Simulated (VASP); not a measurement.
# K (Fm-3m) in VASP: notebook

The runs below take K through relaxation of cell and atoms, single point, with RPBE.

Program: VASP 6.6.1. These are calculated values, not measurements. Logs are shortened: lines on timing, memory, paths and dates and some standing lists are left out, and cuts for length are marked.

## 1. The cell of the first run

Symmetry: Fm-3m, No. 225, cubic system. The conventional cell has a = 6.583 Å, b = 6.583 Å, c = 6.583 Å, α = 90.00°, β = 90.00°, γ = 90.00°.

## 2. Relaxation of cell and atoms, RPBE

Input file INCAR:

```
SYSTEM = K
PREC = Accurate
ENCUT = 600
EDIFF = 1E-6
ISMEAR = -1
SIGMA = 0.1
LREAL = .FALSE.
LASPH = .TRUE.
NELM = 60
ALGO = Normal
ISIF = 3
LWAVE = .FALSE.
LCHARG = .FALSE.
GGA = RP
IBRION = 2
NSW = 80
EDIFFG = -0.01
```

Input file KPOINTS:

```
regular mesh
0
G
  8 8 8
  0 0 0
```

Input file POSCAR:

```
K
1.0
    0.0000000000      3.2915437429      3.2915437429
    3.2915437429      0.0000000000      3.2915437429
    3.2915437429      3.2915437429      0.0000000000
K
1
Direct
    0.0000000000      0.0000000000      0.0000000000
```

Potentials or basis: VASP PAW PBE potentials, release 64 (K_sv).

Command:

```
cat potpaw_PBE.64/K_sv/POTCAR > POTCAR
mpirun -np 1 vasp_std > vasp.out
```

OUTCAR:

```text
SYSTEM = K
   PREC = Accurate
   ENCUT = 600
   EDIFF = 1E-6
   ISMEAR = -1
   LREAL = .FALSE.
   LASPH = .TRUE.
   NELM = 60
   ISIF = 3
   GGA = RP
   IBRION = 2
   NSW = 80
   EDIFFG = -0.01

 ion  position               nearest neighbor table
   1  0.000  0.000  0.000-

  LATTYP: Found a face centered cubic cell.
 ALAT       =     6.5830874858

  Lattice vectors:

 A1 = (   0.0000000000,   3.2915437429,   3.2915437429)
 A2 = (   3.2915437429,   0.0000000000,   3.2915437429)
 A3 = (   3.2915437429,   3.2915437429,   0.0000000000)

Analysis of symmetry for initial positions (statically):
=====================================================================
 Subroutine PRICEL returns:
 Original cell was already a primitive cell.

 Routine SETGRP: Setting up the symmetry group for a
 face centered cubic supercell.

 Subroutine GETGRP returns: Found 48 space group operations
 (whereof 48 operations were pure point group operations)
 out of a pool of 48 trial point group operations.

The static configuration has the point symmetry O_h .

Analysis of symmetry for dynamics (positions and initial velocities):
=====================================================================
 Subroutine PRICEL returns:
 Original cell was already a primitive cell.

 Routine SETGRP: Setting up the symmetry group for a
 face centered cubic supercell.

 Subroutine GETGRP returns: Found 48 space group operations
 (whereof 48 operations were pure point group operations)
 out of a pool of 48 trial point group operations.

The dynamic configuration has the point symmetry O_h .

 Subroutine INISYM returns: Found 48 space group operations
 (whereof 48 operations are pure point group operations),
 and found     1 'primitive' translations

----------------------------------------------------------------------------------------

                                     Primitive cell

  volume of cell :      71.3229

  direct lattice vectors                    reciprocal lattice vectors
     0.000000000  3.291543743  3.291543743    -0.151904407  0.151904407  0.151904407
     3.291543743  0.000000000  3.291543743     0.151904407 -0.151904407  0.151904407
     3.291543743  3.291543743  0.000000000     0.151904407  0.151904407 -0.151904407

  length of vectors
     4.654945802  4.654945802  4.654945802     0.263106151  0.263106151  0.263106151

  position of ions in fractional coordinates (direct lattice)
     0.000000000  0.000000000  0.000000000

  ion indices of the primitive-cell ions
   primitive index   ion index
                 1           1

----------------------------------------------------------------------------------------

 KPOINTS: regular mesh

Automatic generation of k-mesh.
 Grid dimensions read from file:
 generate k-points for:    8    8    8

 Generating k-lattice:

  Cartesian coordinates                     Fractional coordinates (reciprocal lattice)
    -0.018988051  0.018988051  0.018988051     0.125000000  0.000000000  0.000000000
     0.018988051 -0.018988051  0.018988051     0.000000000  0.125000000  0.000000000
     0.018988051  0.018988051 -0.018988051     0.000000000  0.000000000  0.125000000

  Length of vectors
     0.032888269  0.032888269  0.032888269

  Shift w.r.t. Gamma in fractional coordinates (k-lattice)
     0.000000000  0.000000000  0.000000000

 Subroutine IBZKPT returns following result:
 ===========================================

 Found     29 irreducible k-points:

 Following reciprocal coordinates:
            Coordinates               Weight
  0.000000  0.000000  0.000000      1.000000
  0.125000  0.000000  0.000000      8.000000
  0.250000  0.000000  0.000000      8.000000
  0.375000  0.000000  0.000000      8.000000
  0.500000  0.000000  0.000000      4.000000
  0.125000  0.125000  0.000000      6.000000
[... 16 lines left out ...]
  0.500000  0.250000  0.125000     48.000000
 -0.375000  0.250000  0.125000     24.000000
 [... further k-points ...]
   k-points           NKPTS =     29   k-points in BZ     NKDIM =     29   number of bands    NBANDS=      8
   number of dos      NEDOS =    301   number of ions     NIONS =      1
   total plane-waves  NPLWV =  64000
   dimension x,y,z NGX =    40 NGY =   40 NGZ =   40
   dimension x,y,z NGXF=    80 NGYF=   80 NGZF=   80
   ions per type =               1
   NGX,Y,Z   is equivalent  to a cutoff of  14.29, 14.29, 14.29 a.u.
   NGXF,Y,Z  is equivalent  to a cutoff of  28.57, 28.57, 28.57 a.u.
 SYSTEM =  K
   PREC   = accura    normal or accurate (medium, high low for compatibility)
   ISTART =      0    job   : 0-new  1-cont  2-samecut
   ICHARG =      2    charge: 1-file 2-atom 10-const
   ISPIN  =      1    spin polarized calculation?
   LNONCOLLINEAR =      F non collinear calculations
   LSORBIT =      F    spin-orbit coupling
   LASPH  =      T    aspherical Exc in radial PAW
   ENCUT  =  600.0 eV  44.10 Ry    6.64 a.u.   9.30  9.30  9.30*2*pi/ulx,y,z
   NELM   =     60;   NELMIN=  2; NELMDL= -5     # of ELM steps
   EDIFF  = 0.1E-05   stopping-criterion for ELM
   LREAL  =      F    real-space projection
   EDIFFG = -.1E-01   stopping-criterion for IOM
   NSW    =     80    number of steps for IOM
   IBRION =      2    ionic relax: 0-MD 1-quasi-New 2-CG
   NFREE  =      1    steps in history (QN), initial steepest desc. (CG)
   ISIF   =      3    stress and relaxation
   ISYM   =      2    0-nonsym 1-usesym 2-fastsym
   POTIM  = 0.5000    time-step for ionic-motion
   TEBEG  =    0.0;   TEEND  =   0.0 temperature during run
   PSTRESS=    0.0 pullay stress
   NELECT =       9.0000    total number of electrons
   NUPDOWN=      -1.0000    fix difference up-down
   EMIN   =  10.00;   EMAX   =-10.00  energy-range for DOS
   EFERMI =   0.00;   METHOD = LEGACY
   ISMEAR =    -1;   SIGMA  =   0.10  broadening in eV -4-tet -1-fermi 0-gaus
   EFERMI_NEDOS =   21; number of points for ismear=-14 and -15
   IALGO  =     38    algorithm
   IMIX   =      4    mixing-type and parameters
     AMIX     =   0.40;   BMIX     =  1.00
     AMIX_MAG =   1.60;   BMIX_MAG =  1.00
  volume/ion in A,a.u.               =      71.32       481.31
  Fermi-wavevector in a.u.,A,eV,Ry     =   0.821131  1.551714  9.173822  0.674257
  Thomas-Fermi vector in A             =   1.932236
   LORBIT       =      0    0 simple, 1 ext, 2 COOP (PROOUT), +10 PAW based schemes
   GGA     = RP    functional components
   LHFCALC =     F    Hartree Fock is set to
   AEXX    =    0.0000 exact exchange contribution
   IVDW    =     0    specifies the selected vdW correction
   LEPSILON=     F    determine dielectric tensor
   LRPA    =     F    only Hartree local field effects (RPA)
 conjugate gradient relaxation of ions
 non-spin polarized calculation
  energy-cutoff  :      600.00
  volume of cell :       71.32
 maximum number of plane-waves:      2421
 NGX is ok and might be reduce to    40
   NGX = 19   NGY = 19   NGZ = 19

--------------------------------------- Ionic step        1  -------------------------------------------

 number of electron       9.0000000 magnetization

 Free energy of the ion-electron system (eV)
  ---------------------------------------------------
  ext. energy  EPLUGINS =         0.00000000
  ---------------------------------------------------
  free energy    TOTEN  =        -0.93813457 eV

  energy without entropy =       -0.91118974  energy(sigma->0) =       -0.92466215

 E-fermi :   0.0536     XC(G=0):  -5.5872

 val. band max:       -0.0692852482   @ k =  -0.3750   0.1250   0.0000
 cond. band min:       0.1295480942   @ k =   0.5000   0.3750   0.1250
 fundamental gap:      0.1988333424
 Fermi energy:         0.0536365014

 k-point     1 :       0.0000    0.0000    0.0000
  band No.  band energies     occupation
      1     -32.1456      2.00000
      2     -15.5524      2.00000
      3     -15.5524      2.00000
      4     -15.5524      2.00000
      5      -2.1158      2.00000
      6       4.3612      0.00000
      7       4.3612      0.00000
      8       4.3612      0.00000

 k-point     2 :       0.1250    0.0000    0.0000
  band No.  band energies     occupation
      1     -32.1450      2.00000
      2     -15.5631      2.00000
      3     -15.5539      2.00000
      4     -15.5539      2.00000
      5      -1.9291      2.00000
      6       3.8628      0.00000
      7       4.4257      0.00000
      8       4.4257      0.00000

 k-point     3 :       0.2500    0.0000    0.0000
  band No.  band energies     occupation
      1     -32.1435      2.00000
      2     -15.5888      2.00000
      3     -15.5574      2.00000
      4     -15.5574      2.00000
      5      -1.3875      2.00000
      6       2.8510      0.00000
      7       4.4157      0.00000
      8       4.4157      0.00000
[... 314 lines left out ...]
 VOLUME and BASIS-vectors are now :
 -----------------------------------------------------------------------------
  energy-cutoff  :      600.00
  volume of cell :       79.67
      direct lattice vectors                 reciprocal lattice vectors
    -0.000000000  3.415298208  3.415298208    -0.146400100  0.146400100  0.146400100
     3.415298208  0.000000000  3.415298208     0.146400100 -0.146400100  0.146400100
     3.415298208  3.415298208  0.000000000     0.146400100  0.146400100 -0.146400100

 POSITION                                       TOTAL-FORCE (eV/Angst)
 -----------------------------------------------------------------------------------
      0.00000      0.00000      0.00000         0.000000      0.000000     -0.000000
 -----------------------------------------------------------------------------------
    total drift:                               -0.000000     -0.000000     -0.000000

  FREE ENERGIE OF THE ION-ELECTRON SYSTEM (eV)
  ---------------------------------------------------
  free  energy   TOTEN  =        -0.9513433683 eV

  energy  without entropy=       -0.9231226311  energy(sigma->0) =       -0.93723300

--------------------------------------- Ionic step        4  -------------------------------------------

 number of electron       9.0000001 magnetization

 Free energy of the ion-electron system (eV)
  ---------------------------------------------------
  ext. energy  EPLUGINS =         0.00000000
  ---------------------------------------------------
  free energy    TOTEN  =        -0.95152661 eV

  energy without entropy =       -0.92312396  energy(sigma->0) =       -0.93732529

 E-fermi :  -0.2164     XC(G=0):  -5.3019

 val. band max:       -0.3349168598   @ k =  -0.3750   0.1250   0.0000
 cond. band min:      -0.1443512561   @ k =   0.5000   0.3750   0.1250
 fundamental gap:      0.1905656036
 Fermi energy:        -0.2163707025

 k-point     1 :       0.0000    0.0000    0.0000
  band No.  band energies     occupation
      1     -32.4953      2.00000
      2     -15.9093      2.00000
      3     -15.9093      2.00000
      4     -15.9093      2.00000
      5      -2.2162      2.00000
      6       3.9627      0.00000
      7       3.9627      0.00000
      8       3.9627      0.00000

 k-point     2 :       0.1250    0.0000    0.0000
  band No.  band energies     occupation
      1     -32.4949      2.00000
      2     -15.9160      2.00000
      3     -15.9103      2.00000
      4     -15.9103      2.00000
      5      -2.0473      2.00000
      6       3.4737      0.00000
      7       4.0174      0.00000
      8       4.0174      0.00000

 k-point     3 :       0.2500    0.0000    0.0000
  band No.  band energies     occupation
      1     -32.4941      2.00000
      2     -15.9322      2.00000
      3     -15.9126      2.00000
      4     -15.9126      2.00000
      5      -1.5544      2.00000
      6       2.4795      0.00000
      7       4.0043      0.00000
      8       4.0043      0.00000
[... 244 lines left out ...]
 VOLUME and BASIS-vectors are now :
 -----------------------------------------------------------------------------
  energy-cutoff  :      600.00
  volume of cell :       80.84
      direct lattice vectors                 reciprocal lattice vectors
    -0.000000000  3.431846104  3.431846104    -0.145694179  0.145694179  0.145694179
     3.431846104  0.000000000  3.431846104     0.145694179 -0.145694179  0.145694179
     3.431846104  3.431846104  0.000000000     0.145694179  0.145694179 -0.145694179

 POSITION                                       TOTAL-FORCE (eV/Angst)
 -----------------------------------------------------------------------------------
      3.43185      0.00000      3.43185         0.000000     -0.000000     -0.000000
 -----------------------------------------------------------------------------------
    total drift:                                0.000000     -0.000000      0.000000

  FREE ENERGIE OF THE ION-ELECTRON SYSTEM (eV)
  ---------------------------------------------------
  free  energy   TOTEN  =        -0.9515266148 eV

  energy  without entropy=       -0.9231239617  energy(sigma->0) =       -0.93732529

 reached required accuracy - stopping structural energy minimisation
```

Wall time 28 s (1 thread of Intel Xeon 6975P-C (Granite Rapids), shared host); peak memory 0.25 GiB.

Results:

* Free energy: -0.9515 eV
* Relaxed volume: 80.84 Å³/atom
* Relaxed cell: a = 4.853 Å, b = 4.853 Å, c = 4.853 Å, α = 60.00°, β = 60.00°, γ = 60.00°
* Space group after relaxing (to 0.05 Å): Fm-3m (No. 225)
* Energy gained by relaxing: 13.4 meV/atom
* Ionic steps: 4
* Pressure after relaxing: 0.0 GPa

Step by step:
```
step  energy change (eV)  largest force (eV/Å)  pressure (GPa)  volume (Å³)
   1              0.0000                0.0000            0.50        71.32
   2             -0.0060                0.0000            0.34        73.62
   3             -0.0132                0.0000            0.05        79.67
   4             -0.0134                0.0000            0.00        80.84
```

Final structure:
```yaml
crystal:
  lattice:
    - [0.00000, 3.43185, 3.43185]
    - [3.43185, 0.00000, 3.43185]
    - [3.43185, 3.43185, 0.00000]
  atoms:
    - { symbol: K, position: [0.00000, 0.00000, 0.00000] }
```

Caveat: the PAW data sets were made with another functional, which shifts forces and pressure a little.

## 3. Single point, RPBE

This run uses another cell than the first one, of 81.11 Å³/atom, 1.137 times its volume.

Input file INCAR:

```
PREC = Accurate
ENCUT = 520
EDIFF = 1E-7
ISMEAR = -1
SIGMA = 0.1
LREAL = False
LASPH = True
NELM = 100
ALGO = Normal
ISIF = 2
LWAVE = False
LCHARG = False
GGA = RP
NBANDS = 10
```

Input file KPOINTS:

```
regular mesh
0
Gamma
  13 13 13
```

Input file POSCAR:

```
K
1.0
    0.0000000000      3.4356428743      3.4356428743
    3.4356428743      0.0000000000      3.4356428743
    3.4356428743      3.4356428743      0.0000000000
K
1
Direct
    0.0000000000      0.0000000000      0.0000000000
```

Potentials or basis: VASP PAW PBE potentials, release 64 (K_sv).

Command:

```
cat potpaw_PBE.64/K_sv/POTCAR > POTCAR
mpirun -np 1 vasp_std > vasp.out
```

It took 16 s on 1 thread of Intel Xeon 6975P-C (Granite Rapids), shared host; peak memory 0.23 GiB.

Results (log left out):

```
Free energy : -0.9526 eV
Pressure    : 0.0 GPa
```

Levels at points of the mesh, in eV from the Fermi level:
| k point | band 1 | band 2 | band 3 | band 4 | band 5 | band 6 | band 7 | band 8 | band 9 | band 10 |
| --- | --- | --- | --- | --- | --- | --- | --- | --- | --- | --- |
| (0.00, 0.00, 0.00) | -32.31 | -15.72 | -15.72 | -15.72 | -2.02 | 4.15 | 4.15 | 4.15 | 5.34 | 5.34 |

Caveat: the PAW data sets were made with another functional, which shifts forces and pressure a little.
